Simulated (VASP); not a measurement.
# WC (Fm-3m) in VASP: a series of runs

WC is run at these levels: r2SCAN; tasks: single point.

Everything below comes from runs of VASP 6.6.1. Logs are shortened: lines on timing, memory, paths and dates and some standing lists are left out, and cuts for length are marked.

**1. The cell of the first run**

Symmetry: Fm-3m, No. 225, cubic system. Conventional cell: a = 4.385 Å, b = 4.385 Å, c = 4.385 Å, α = 90.00°, β = 90.00°, γ = 90.00°. W (site symmetry m-3m) has 6 C at 2.19 Å within 2.9 Å. C (site symmetry m-3m) has 6 W at 2.19 Å within 2.9 Å.

**2. Single point, r2SCAN**

The input, POSCAR:

```
WC
1.0
    0.0000000000      2.1926840000      2.1926840000
    2.1926840000      0.0000000000      2.1926840000
    2.1926840000      2.1926840000      0.0000000000
W C
1 1
Direct
    0.0000000000      0.0000000000      0.0000000000
    0.5000000000      0.5000000000      0.5000000000
```

The input, INCAR.step1:

```
ALGO = Normal ; EDIFF = 1E-4
ENCUT = 520 ; GGA = PE
ISMEAR = 1 ; LASPH = True
LCHARG = False ; LREAL = False
LWAVE = True ; NBANDS = 16
NELM = 100 ; PREC = Accurate
SIGMA = 0.1
```

The input, INCAR.step2:

```
ALGO = Normal ; EDIFF = 1E-6
ENCUT = 520 ; ISIF = 2
ISMEAR = 1 ; ISTART = 1
LASPH = True ; LCHARG = True
LELF = True ; LMIXTAU = True
LREAL = False ; LVHAR = True
LWAVE = False ; METAGGA = R2SCAN
NBANDS = 16 ; NELM = 100
PREC = Accurate ; SIGMA = 0.1
```

The input, KPOINTS:

```
k-points
0
Gamma
  11 11 11
```

Potentials or basis: VASP PAW PBE potentials, release 64 (W_sv, C).

On the command line:

```bash
> cat potpaw_PBE.64/W_sv/POTCAR potpaw_PBE.64/C/POTCAR > POTCAR
> cp INCAR.step1 INCAR
> mpirun -np 1 vasp_std > vasp.out
> cp INCAR.step2 INCAR
> mpirun -np 1 vasp_std > vasp.out
```

OUTCAR:

```text
EDIFF = 1E-6
   ENCUT = 520
   ISIF = 2
   ISMEAR = 1
   ISTART = 1
   LASPH = True
   LREAL = False
   METAGGA = R2SCAN
   NELM = 100
   PREC = Accurate

 ion  position               nearest neighbor table
   1  0.000  0.000  0.000-   2 2.19   2 2.19   2 2.19   2 2.19   2 2.19   2 2.19
   2  0.500  0.500  0.500-   1 2.19   1 2.19   1 2.19   1 2.19   1 2.19   1 2.19

  LATTYP: Found a face centered cubic cell.
 ALAT       =     4.3853680000

  Lattice vectors:

 A1 = (   0.0000000000,   2.1926840000,   2.1926840000)
 A2 = (   2.1926840000,   0.0000000000,   2.1926840000)
 A3 = (   2.1926840000,   2.1926840000,   0.0000000000)

Analysis of symmetry for initial positions (statically):
=====================================================================
 Subroutine PRICEL returns:
 Original cell was already a primitive cell.

 Routine SETGRP: Setting up the symmetry group for a
 face centered cubic supercell.

 Subroutine GETGRP returns: Found 48 space group operations
 (whereof 48 operations were pure point group operations)
 out of a pool of 48 trial point group operations.

The static configuration has the point symmetry O_h .

Analysis of symmetry for dynamics (positions and initial velocities):
=====================================================================
 Subroutine PRICEL returns:
 Original cell was already a primitive cell.

 Routine SETGRP: Setting up the symmetry group for a
 face centered cubic supercell.

 Subroutine GETGRP returns: Found 48 space group operations
 (whereof 48 operations were pure point group operations)
 out of a pool of 48 trial point group operations.

The dynamic configuration has the point symmetry O_h .

 Subroutine INISYM returns: Found 48 space group operations
 (whereof 48 operations are pure point group operations),
 and found     1 'primitive' translations

----------------------------------------------------------------------------------------

                                     Primitive cell

  volume of cell :      21.0842

  direct lattice vectors                    reciprocal lattice vectors
     0.000000000  2.192684000  2.192684000    -0.228031034  0.228031034  0.228031034
     2.192684000  0.000000000  2.192684000     0.228031034 -0.228031034  0.228031034
     2.192684000  2.192684000  0.000000000     0.228031034  0.228031034 -0.228031034

[... 75 lines left out ...]
   ISTART =      1    job   : 0-new  1-cont  2-samecut
   ICHARG =      0    charge: 1-file 2-atom 10-const
   ISPIN  =      1    spin polarized calculation?
   LNONCOLLINEAR =      F non collinear calculations
   LSORBIT =      F    spin-orbit coupling
   LASPH  =      T    aspherical Exc in radial PAW
   ENCUT  =  520.0 eV  38.22 Ry    6.18 a.u.   5.77  5.77  5.77*2*pi/ulx,y,z
   NELM   =    100;   NELMIN=  2; NELMDL=  0     # of ELM steps
   EDIFF  = 0.1E-05   stopping-criterion for ELM
   LREAL  =      F    real-space projection
   EDIFFG = 0.1E-04   stopping-criterion for IOM
   NSW    =      0    number of steps for IOM
   IBRION =     -1    ionic relax: 0-MD 1-quasi-New 2-CG
   NFREE  =      0    steps in history (QN), initial steepest desc. (CG)
   ISIF   =      2    stress and relaxation
   ISYM   =      2    0-nonsym 1-usesym 2-fastsym
   POTIM  = 0.5000    time-step for ionic-motion
   TEBEG  =    0.0;   TEEND  =   0.0 temperature during run
   PSTRESS=    0.0 pullay stress
   NELECT =      18.0000    total number of electrons
   NUPDOWN=      -1.0000    fix difference up-down
   EMIN   =  10.00;   EMAX   =-10.00  energy-range for DOS
   EFERMI =   0.00;   METHOD = LEGACY
   ISMEAR =     1;   SIGMA  =   0.10  broadening in eV -4-tet -1-fermi 0-gaus
   EFERMI_NEDOS =   21; number of points for ismear=-14 and -15
   IALGO  =     38    algorithm
   IMIX   =      4    mixing-type and parameters
     AMIX     =   0.40;   BMIX     =  1.00
     AMIX_MAG =   1.60;   BMIX_MAG =  1.00
  volume/ion in A,a.u.               =      10.54        71.14
  Fermi-wavevector in a.u.,A,eV,Ry     =   1.553029  2.934800 32.815887  2.411900
  Thomas-Fermi vector in A             =   2.657319
   LORBIT       =      0    0 simple, 1 ext, 2 COOP (PROOUT), +10 PAW based schemes
   METAGGA = R2SCAN    functional components
   LHFCALC =     F    Hartree Fock is set to
   AEXX    =    0.0000 exact exchange contribution
   IVDW    =     0    specifies the selected vdW correction
   LEPSILON=     F    determine dielectric tensor
   LRPA    =     F    only Hartree local field effects (RPA)
 non-spin polarized calculation
 Methfessel and Paxton  Order N= 1 SIGMA  =   0.10
  energy-cutoff  :      520.00
  volume of cell :       21.08
 maximum number of plane-waves:       578
   NGX = 11   NGY = 11   NGZ = 11

 number of electron      18.0000001 magnetization

 Free energy of the ion-electron system (eV)
  ---------------------------------------------------
  ext. energy  EPLUGINS =         0.00000000
  ---------------------------------------------------
  free energy    TOTEN  =       -60.60898795 eV

  energy without entropy =      -60.61049645  energy(sigma->0) =      -60.60949078

 E-fermi :  12.4237     XC(G=0): -14.8496

 val. band max:       12.4009392022   @ k =  -0.2727   0.4545   0.1818
 cond. band min:      12.4556986989   @ k =   0.4545   0.0909   0.0000
 fundamental gap:      0.0547594967
 Fermi energy:        12.4237032869

 k-point     1 :       0.0000    0.0000    0.0000
  band No.  band energies     occupation
      1     -65.0578      2.00000
      2     -28.3926      2.00000
      3     -28.3926      2.00000
      4     -28.3926      2.00000
      5      -4.3003      2.00000
      6       9.5657      2.00000
[... 433 lines left out ...]
      3     -28.5324      2.00000
      4     -28.4221      2.00000
      5      -2.1177      2.00000
      6       5.1692      2.00000
[... 8 lines left out ...]
     15      25.8827      0.00000
     16      26.8509      0.00000

 [... further k-points ...]
[... 5 lines left out ...]
  --------------------------------------------------------------------------------------
  -------------------------------------------------------------------------------------
  Total       -0.4733931     -0.4733931     -0.4733931      0.0000000     -0.0000000     -0.0000000
  in kB      -35.9728076    -35.9728076    -35.9728076      0.0000000     -0.0000000     -0.0000000
  external PRESSURE =     -35.9728076 kB  Pullay stress =       0.0000000 kB

 VOLUME and BASIS-vectors are now :
 -----------------------------------------------------------------------------
  energy-cutoff  :      520.00
  volume of cell :       21.08
      direct lattice vectors                 reciprocal lattice vectors
     0.000000000  2.192684000  2.192684000    -0.228031034  0.228031034  0.228031034
     2.192684000  0.000000000  2.192684000     0.228031034 -0.228031034  0.228031034
     2.192684000  2.192684000  0.000000000     0.228031034  0.228031034 -0.228031034

 POSITION                                       TOTAL-FORCE (eV/Angst)
 -----------------------------------------------------------------------------------
      0.00000      0.00000      0.00000         0.000000      0.000000      0.000000
      2.19268      2.19268      2.19268         0.000000      0.000000      0.000000
 -----------------------------------------------------------------------------------
    total drift:                                0.000000     -0.000000     -0.000000

  FREE ENERGIE OF THE ION-ELECTRON SYSTEM (eV)
  ---------------------------------------------------
  free  energy   TOTEN  =       -60.6089879453 eV

  energy  without entropy=      -60.6104964520  energy(sigma->0) =      -60.60949078
```

Run time: 36 s. Hardware: 1 thread of Intel Xeon 6975P-C, shared host; peak memory 0.16 GiB.

What came out:

- Free energy: -60.6090 eV
- Pressure: -3.6 GPa
- Band gap on the k mesh: zero (band 9 reaches 13.38 eV, above the bottom of band 10 at 10.17 eV)

Levels at points of the mesh, in eV from the Fermi level:
```
           k point  band 6  band 7  band 8  band 9  band 10  band 11  band 12  band 13
(0.00, 0.00, 0.00)   -2.86   -2.86   -2.86   -1.17    -1.17    -1.17    -1.05    -1.05
```

Caveat: the PAW data sets were made with another functional, which shifts forces and pressure a little; spin-orbit coupling is left out, which moves the levels of the heavy elements.

**3. Single point, r2SCAN**

This run uses another cell than the first one, of 10.75 Å³/atom, 1.020 times its volume.

The input, POSCAR:

```
WC
1.0
    0.0000000000      2.2072055093      2.2072055093
    2.2072055093      0.0000000000      2.2072055093
    2.2072055093      2.2072055093      0.0000000000
W C
1 1
Direct
    0.0000000000      0.0000000000      0.0000000000
    0.5000000000      0.5000000000      0.5000000000
```

The input, INCAR.step1:

```
SYSTEM = WC
PREC = Accurate ; ENCUT = 520
ISMEAR = 1 ; SIGMA = 0.1
LREAL = .FALSE. ; LASPH = .TRUE.
NELM = 60 ; NBANDS = 16
GGA = PE ; ALGO = Normal
EDIFF = 1E-4 ; LWAVE = .TRUE.
LCHARG = .FALSE.
```

The input, INCAR.step2:

```
SYSTEM = WC
PREC = Accurate ; ENCUT = 520
EDIFF = 1E-7 ; ISMEAR = 1
SIGMA = 0.1 ; LREAL = .FALSE.
LASPH = .TRUE. ; NELM = 60
ALGO = Normal ; ISIF = 2
LWAVE = .FALSE. ; LCHARG = .FALSE.
METAGGA = R2SCAN ; LMIXTAU = .TRUE.
NBANDS = 16 ; ISTART = 1
```

The input, KPOINTS:

```
regular mesh
0
G
  11 11 11
  0 0 0
```

Potentials or basis: VASP PAW PBE potentials, release 64 (W_sv, C).

On the command line:

```bash
> cat potpaw_PBE.64/W_sv/POTCAR potpaw_PBE.64/C/POTCAR > POTCAR
> cp INCAR.step1 INCAR
> mpirun -np 1 vasp_std > vasp.out
> cp INCAR.step2 INCAR
> mpirun -np 1 vasp_std > vasp.out
```

It took 50 s on 1 thread of Intel Xeon 6975P-C, shared host; peak memory 0.16 GiB.

It converged, with:

```
Free energy            : -60.5905 eV
Pressure               : -10.5 GPa
Band gap on the k mesh : zero (band 9 reaches 13.04 eV, above the bottom of band 10 at 9.93 eV)
```

Levels at points of the mesh, in eV from the Fermi level:
```
           k point  band 5  band 6  band 7  band 8  band 9  band 10  band 11  band 12  band 13  band 14
(0.00, 0.00, 0.00)  -16.54   -2.78   -2.78   -2.78   -1.13    -1.13    -1.13    -1.03    -1.03     6.78
```

Caveat: the PAW data sets were made with another functional, which shifts forces and pressure a little; spin-orbit coupling is left out, which moves the levels of the heavy elements.

**4. Single point, r2SCAN**

This run uses another cell than the first one, of 10.96 Å³/atom, 1.040 times its volume.

The input, POSCAR:

```
WC
1.0
    0.0000000000      2.2215384142      2.2215384142
    2.2215384142      0.0000000000      2.2215384142
    2.2215384142      2.2215384142      0.0000000000
W C
1 1
Direct
    0.0000000000      0.0000000000      0.0000000000
    0.5000000000      0.5000000000      0.5000000000
```

The input, INCAR.step1:

```
SYSTEM = WC
ALGO     = Normal         ! electronic algorithm
EDIFF    = 1E-4           ! SCF threshold, eV
ENCUT    = 520            ! plane-wave cutoff, eV
GGA      = PE             ! functional
ISMEAR   = 1              ! smearing method
LASPH    = .TRUE.         ! aspherical terms in the spheres
LCHARG   = .FALSE.        ! write CHGCAR
LREAL    = .FALSE.        ! projectors in reciprocal space
LWAVE    = .TRUE.         ! write WAVECAR
NBANDS   = 16             ! bands
NELM     = 80             ! most SCF steps
PREC     = Accurate       ! precision mode
SIGMA    = 0.1            ! smearing width, eV
```

The input, INCAR.step2:

```
SYSTEM = WC
ALGO     = Normal         ! electronic algorithm
EDIFF    = 1E-6           ! SCF threshold, eV
ENCUT    = 520            ! plane-wave cutoff, eV
ISIF     = 2              ! what is computed and relaxed
ISMEAR   = 1              ! smearing method
ISTART   = 1            
LASPH    = .TRUE.         ! aspherical terms in the spheres
LCHARG   = .FALSE.        ! write CHGCAR
LMIXTAU  = .TRUE.       
LREAL    = .FALSE.        ! projectors in reciprocal space
LWAVE    = .FALSE.        ! write WAVECAR
METAGGA  = R2SCAN         ! meta-GGA
NBANDS   = 16             ! bands
NELM     = 80             ! most SCF steps
PREC     = Accurate       ! precision mode
SIGMA    = 0.1            ! smearing width, eV
```

The input, KPOINTS:

```
k-points
0
G
  11 11 11
  0 0 0
```

On the command line:

```bash
> cat potpaw_PBE.64/W_sv/POTCAR potpaw_PBE.64/C/POTCAR > POTCAR
> cp INCAR.step1 INCAR
> mpirun -np 1 vasp_std > vasp.out
> cp INCAR.step2 INCAR
> mpirun -np 1 vasp_std > vasp.out
```

Run time: 41 s. Hardware: 1 thread of Intel Xeon 6975P-C, shared host; peak memory 0.16 GiB.

Results (log left out):

```yaml
Free_energy: -60.5547 eV
Pressure: -16.7 GPa
Band_gap_on_the_k_mesh: zero (band 9 reaches 12.72 eV, above the bottom of band 10 at 9.69 eV)
```

Levels at points of the mesh, in eV from the Fermi level:
| k point | band 6 | band 7 | band 8 | band 9 | band 10 | band 11 | band 12 | band 13 |
| --- | --- | --- | --- | --- | --- | --- | --- | --- |
| (0.00, 0.00, 0.00) | -2.71 | -2.71 | -2.71 | -1.09 | -1.09 | -1.09 | -1.01 | -1.01 |

Caveat: the PAW data sets were made with another functional, which shifts forces and pressure a little; spin-orbit coupling is left out, which moves the levels of the heavy elements.

**5. Single point, r2SCAN**

This run uses another cell than the first one, of 11.17 Å³/atom, 1.060 times its volume.

The input, POSCAR:

```
WC
1.0
    0.0000000000      2.2356887219      2.2356887219
    2.2356887219      0.0000000000      2.2356887219
    2.2356887219      2.2356887219      0.0000000000
W C
1 1
Direct
    0.0000000000      0.0000000000      0.0000000000
    0.5000000000      0.5000000000      0.5000000000
```

The input, INCAR.step1:

```
  PREC = Accurate
  ENCUT = 520
  ISMEAR = 1
  SIGMA = 0.1
  LREAL = F
  LASPH = T
  NELM = 60
  NBANDS = 16
  GGA = PE
  ALGO = Normal
  EDIFF = 1E-4
  LWAVE = T
  LCHARG = F
```

The input, INCAR.step2:

```
  PREC = Accurate
  ENCUT = 520
  EDIFF = 1E-6
  ISMEAR = 1
  SIGMA = 0.1
  LREAL = F
  LASPH = T
  NELM = 60
  ALGO = Normal
  ISIF = 2
  LWAVE = F
  LCHARG = F
  METAGGA = R2SCAN
  LMIXTAU = T
  NBANDS = 16
  ISTART = 1
```

The input, KPOINTS:

```
Automatic mesh
0
Gamma
  11 11 11
```

On the command line:

```bash
> cat potpaw_PBE.64/W_sv/POTCAR potpaw_PBE.64/C/POTCAR > POTCAR
> cp INCAR.step1 INCAR
> mpirun -np 1 vasp_std > vasp.out
> cp INCAR.step2 INCAR
> mpirun -np 1 vasp_std > vasp.out
```

Run time: 34 s. Hardware: 1 thread of Intel Xeon 6975P-C, shared host; peak memory 0.16 GiB.

Results (log left out):

- Free energy: -60.5034 eV
- Pressure: -22.3 GPa
- Band gap on the k mesh: zero (band 9 reaches 12.40 eV, above the bottom of band 10 at 9.47 eV)

Levels at points of the mesh, in eV from the Fermi level:
```csv
k point,band 5,band 6,band 7,band 8,band 9,band 10,band 11,band 12,band 13,band 14
"(0.00, 0.00, 0.00)",-16.20,-2.64,-2.64,-2.64,-1.05,-1.05,-1.05,-0.99,-0.99,6.35
```

Caveat: the PAW data sets were made with another functional, which shifts forces and pressure a little; spin-orbit coupling is left out, which moves the levels of the heavy elements.

**6. Overview**

```tsv
cell	gap on the mesh (eV)	pressure (GPa)
a = 3.101 Å, angles 60.0°, 2 atoms	none	-3.6
a = 3.121 Å, angles 60.0°, 2 atoms	none	-10.5
a = 3.142 Å, angles 60.0°, 2 atoms	none	-16.7
a = 3.162 Å, angles 60.0°, 2 atoms	none	-22.3
```

Alike in all rows: task single point; level r2SCAN; potentials or basis VASP PAW PBE potentials, release 64 (W_sv, C); no spin polarisation; k mesh 11 × 11 × 11; cutoff (eV) 520; smearing methfessel-paxton 0.1 eV.

Caveats: the PAW data sets were made with another functional, which shifts forces and pressure a little; spin-orbit coupling is left out, which moves the levels of the heavy elements.

Absolute energies hang on the potentials; compare differences alone.
